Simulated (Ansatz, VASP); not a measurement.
GaO3 in VASP and in Ansatz

```
CELL_PARAMETERS angstrom
-2.08061 2.08061 2.08061
2.08061 -2.08061 2.08061
2.08061 2.08061 -2.08061
ATOMIC_POSITIONS crystal
Ga 0.00000 0.00000 0.00000
O 0.00000 0.50000 0.50000
O 0.50000 0.00000 0.50000
O 0.50000 0.50000 0.00000
```

Alike in both runs: functional PBE; k mesh 16 × 16 × 16; occupations gaussian, width 0.1 eV; no spin polarisation.

Ansatz relaxed the structure, and its values are those at the end. VASP's run is a single point on that final structure, the one shown.

```csv
,VASP,Ansatz
version,VASP 6.6.1,Ansatz 0.2.0
potentials or method,"VASP PAW PBE potentials, release 64 (Ga_d, O), cutoff 520 eV","scalar-relativistic, plane waves, PAW"
valence electrons in the cell,31,31
```

|  | VASP | Ansatz | Ansatz less VASP |
| --- | --- | --- | --- |
| gap on the k mesh at the Fermi level (eV) | none | none | - |
| pressure (GPa) | 0.5 | 0.0 | -0.45 |

A gap of «none» marks a metal or a gap that the smearing closes.
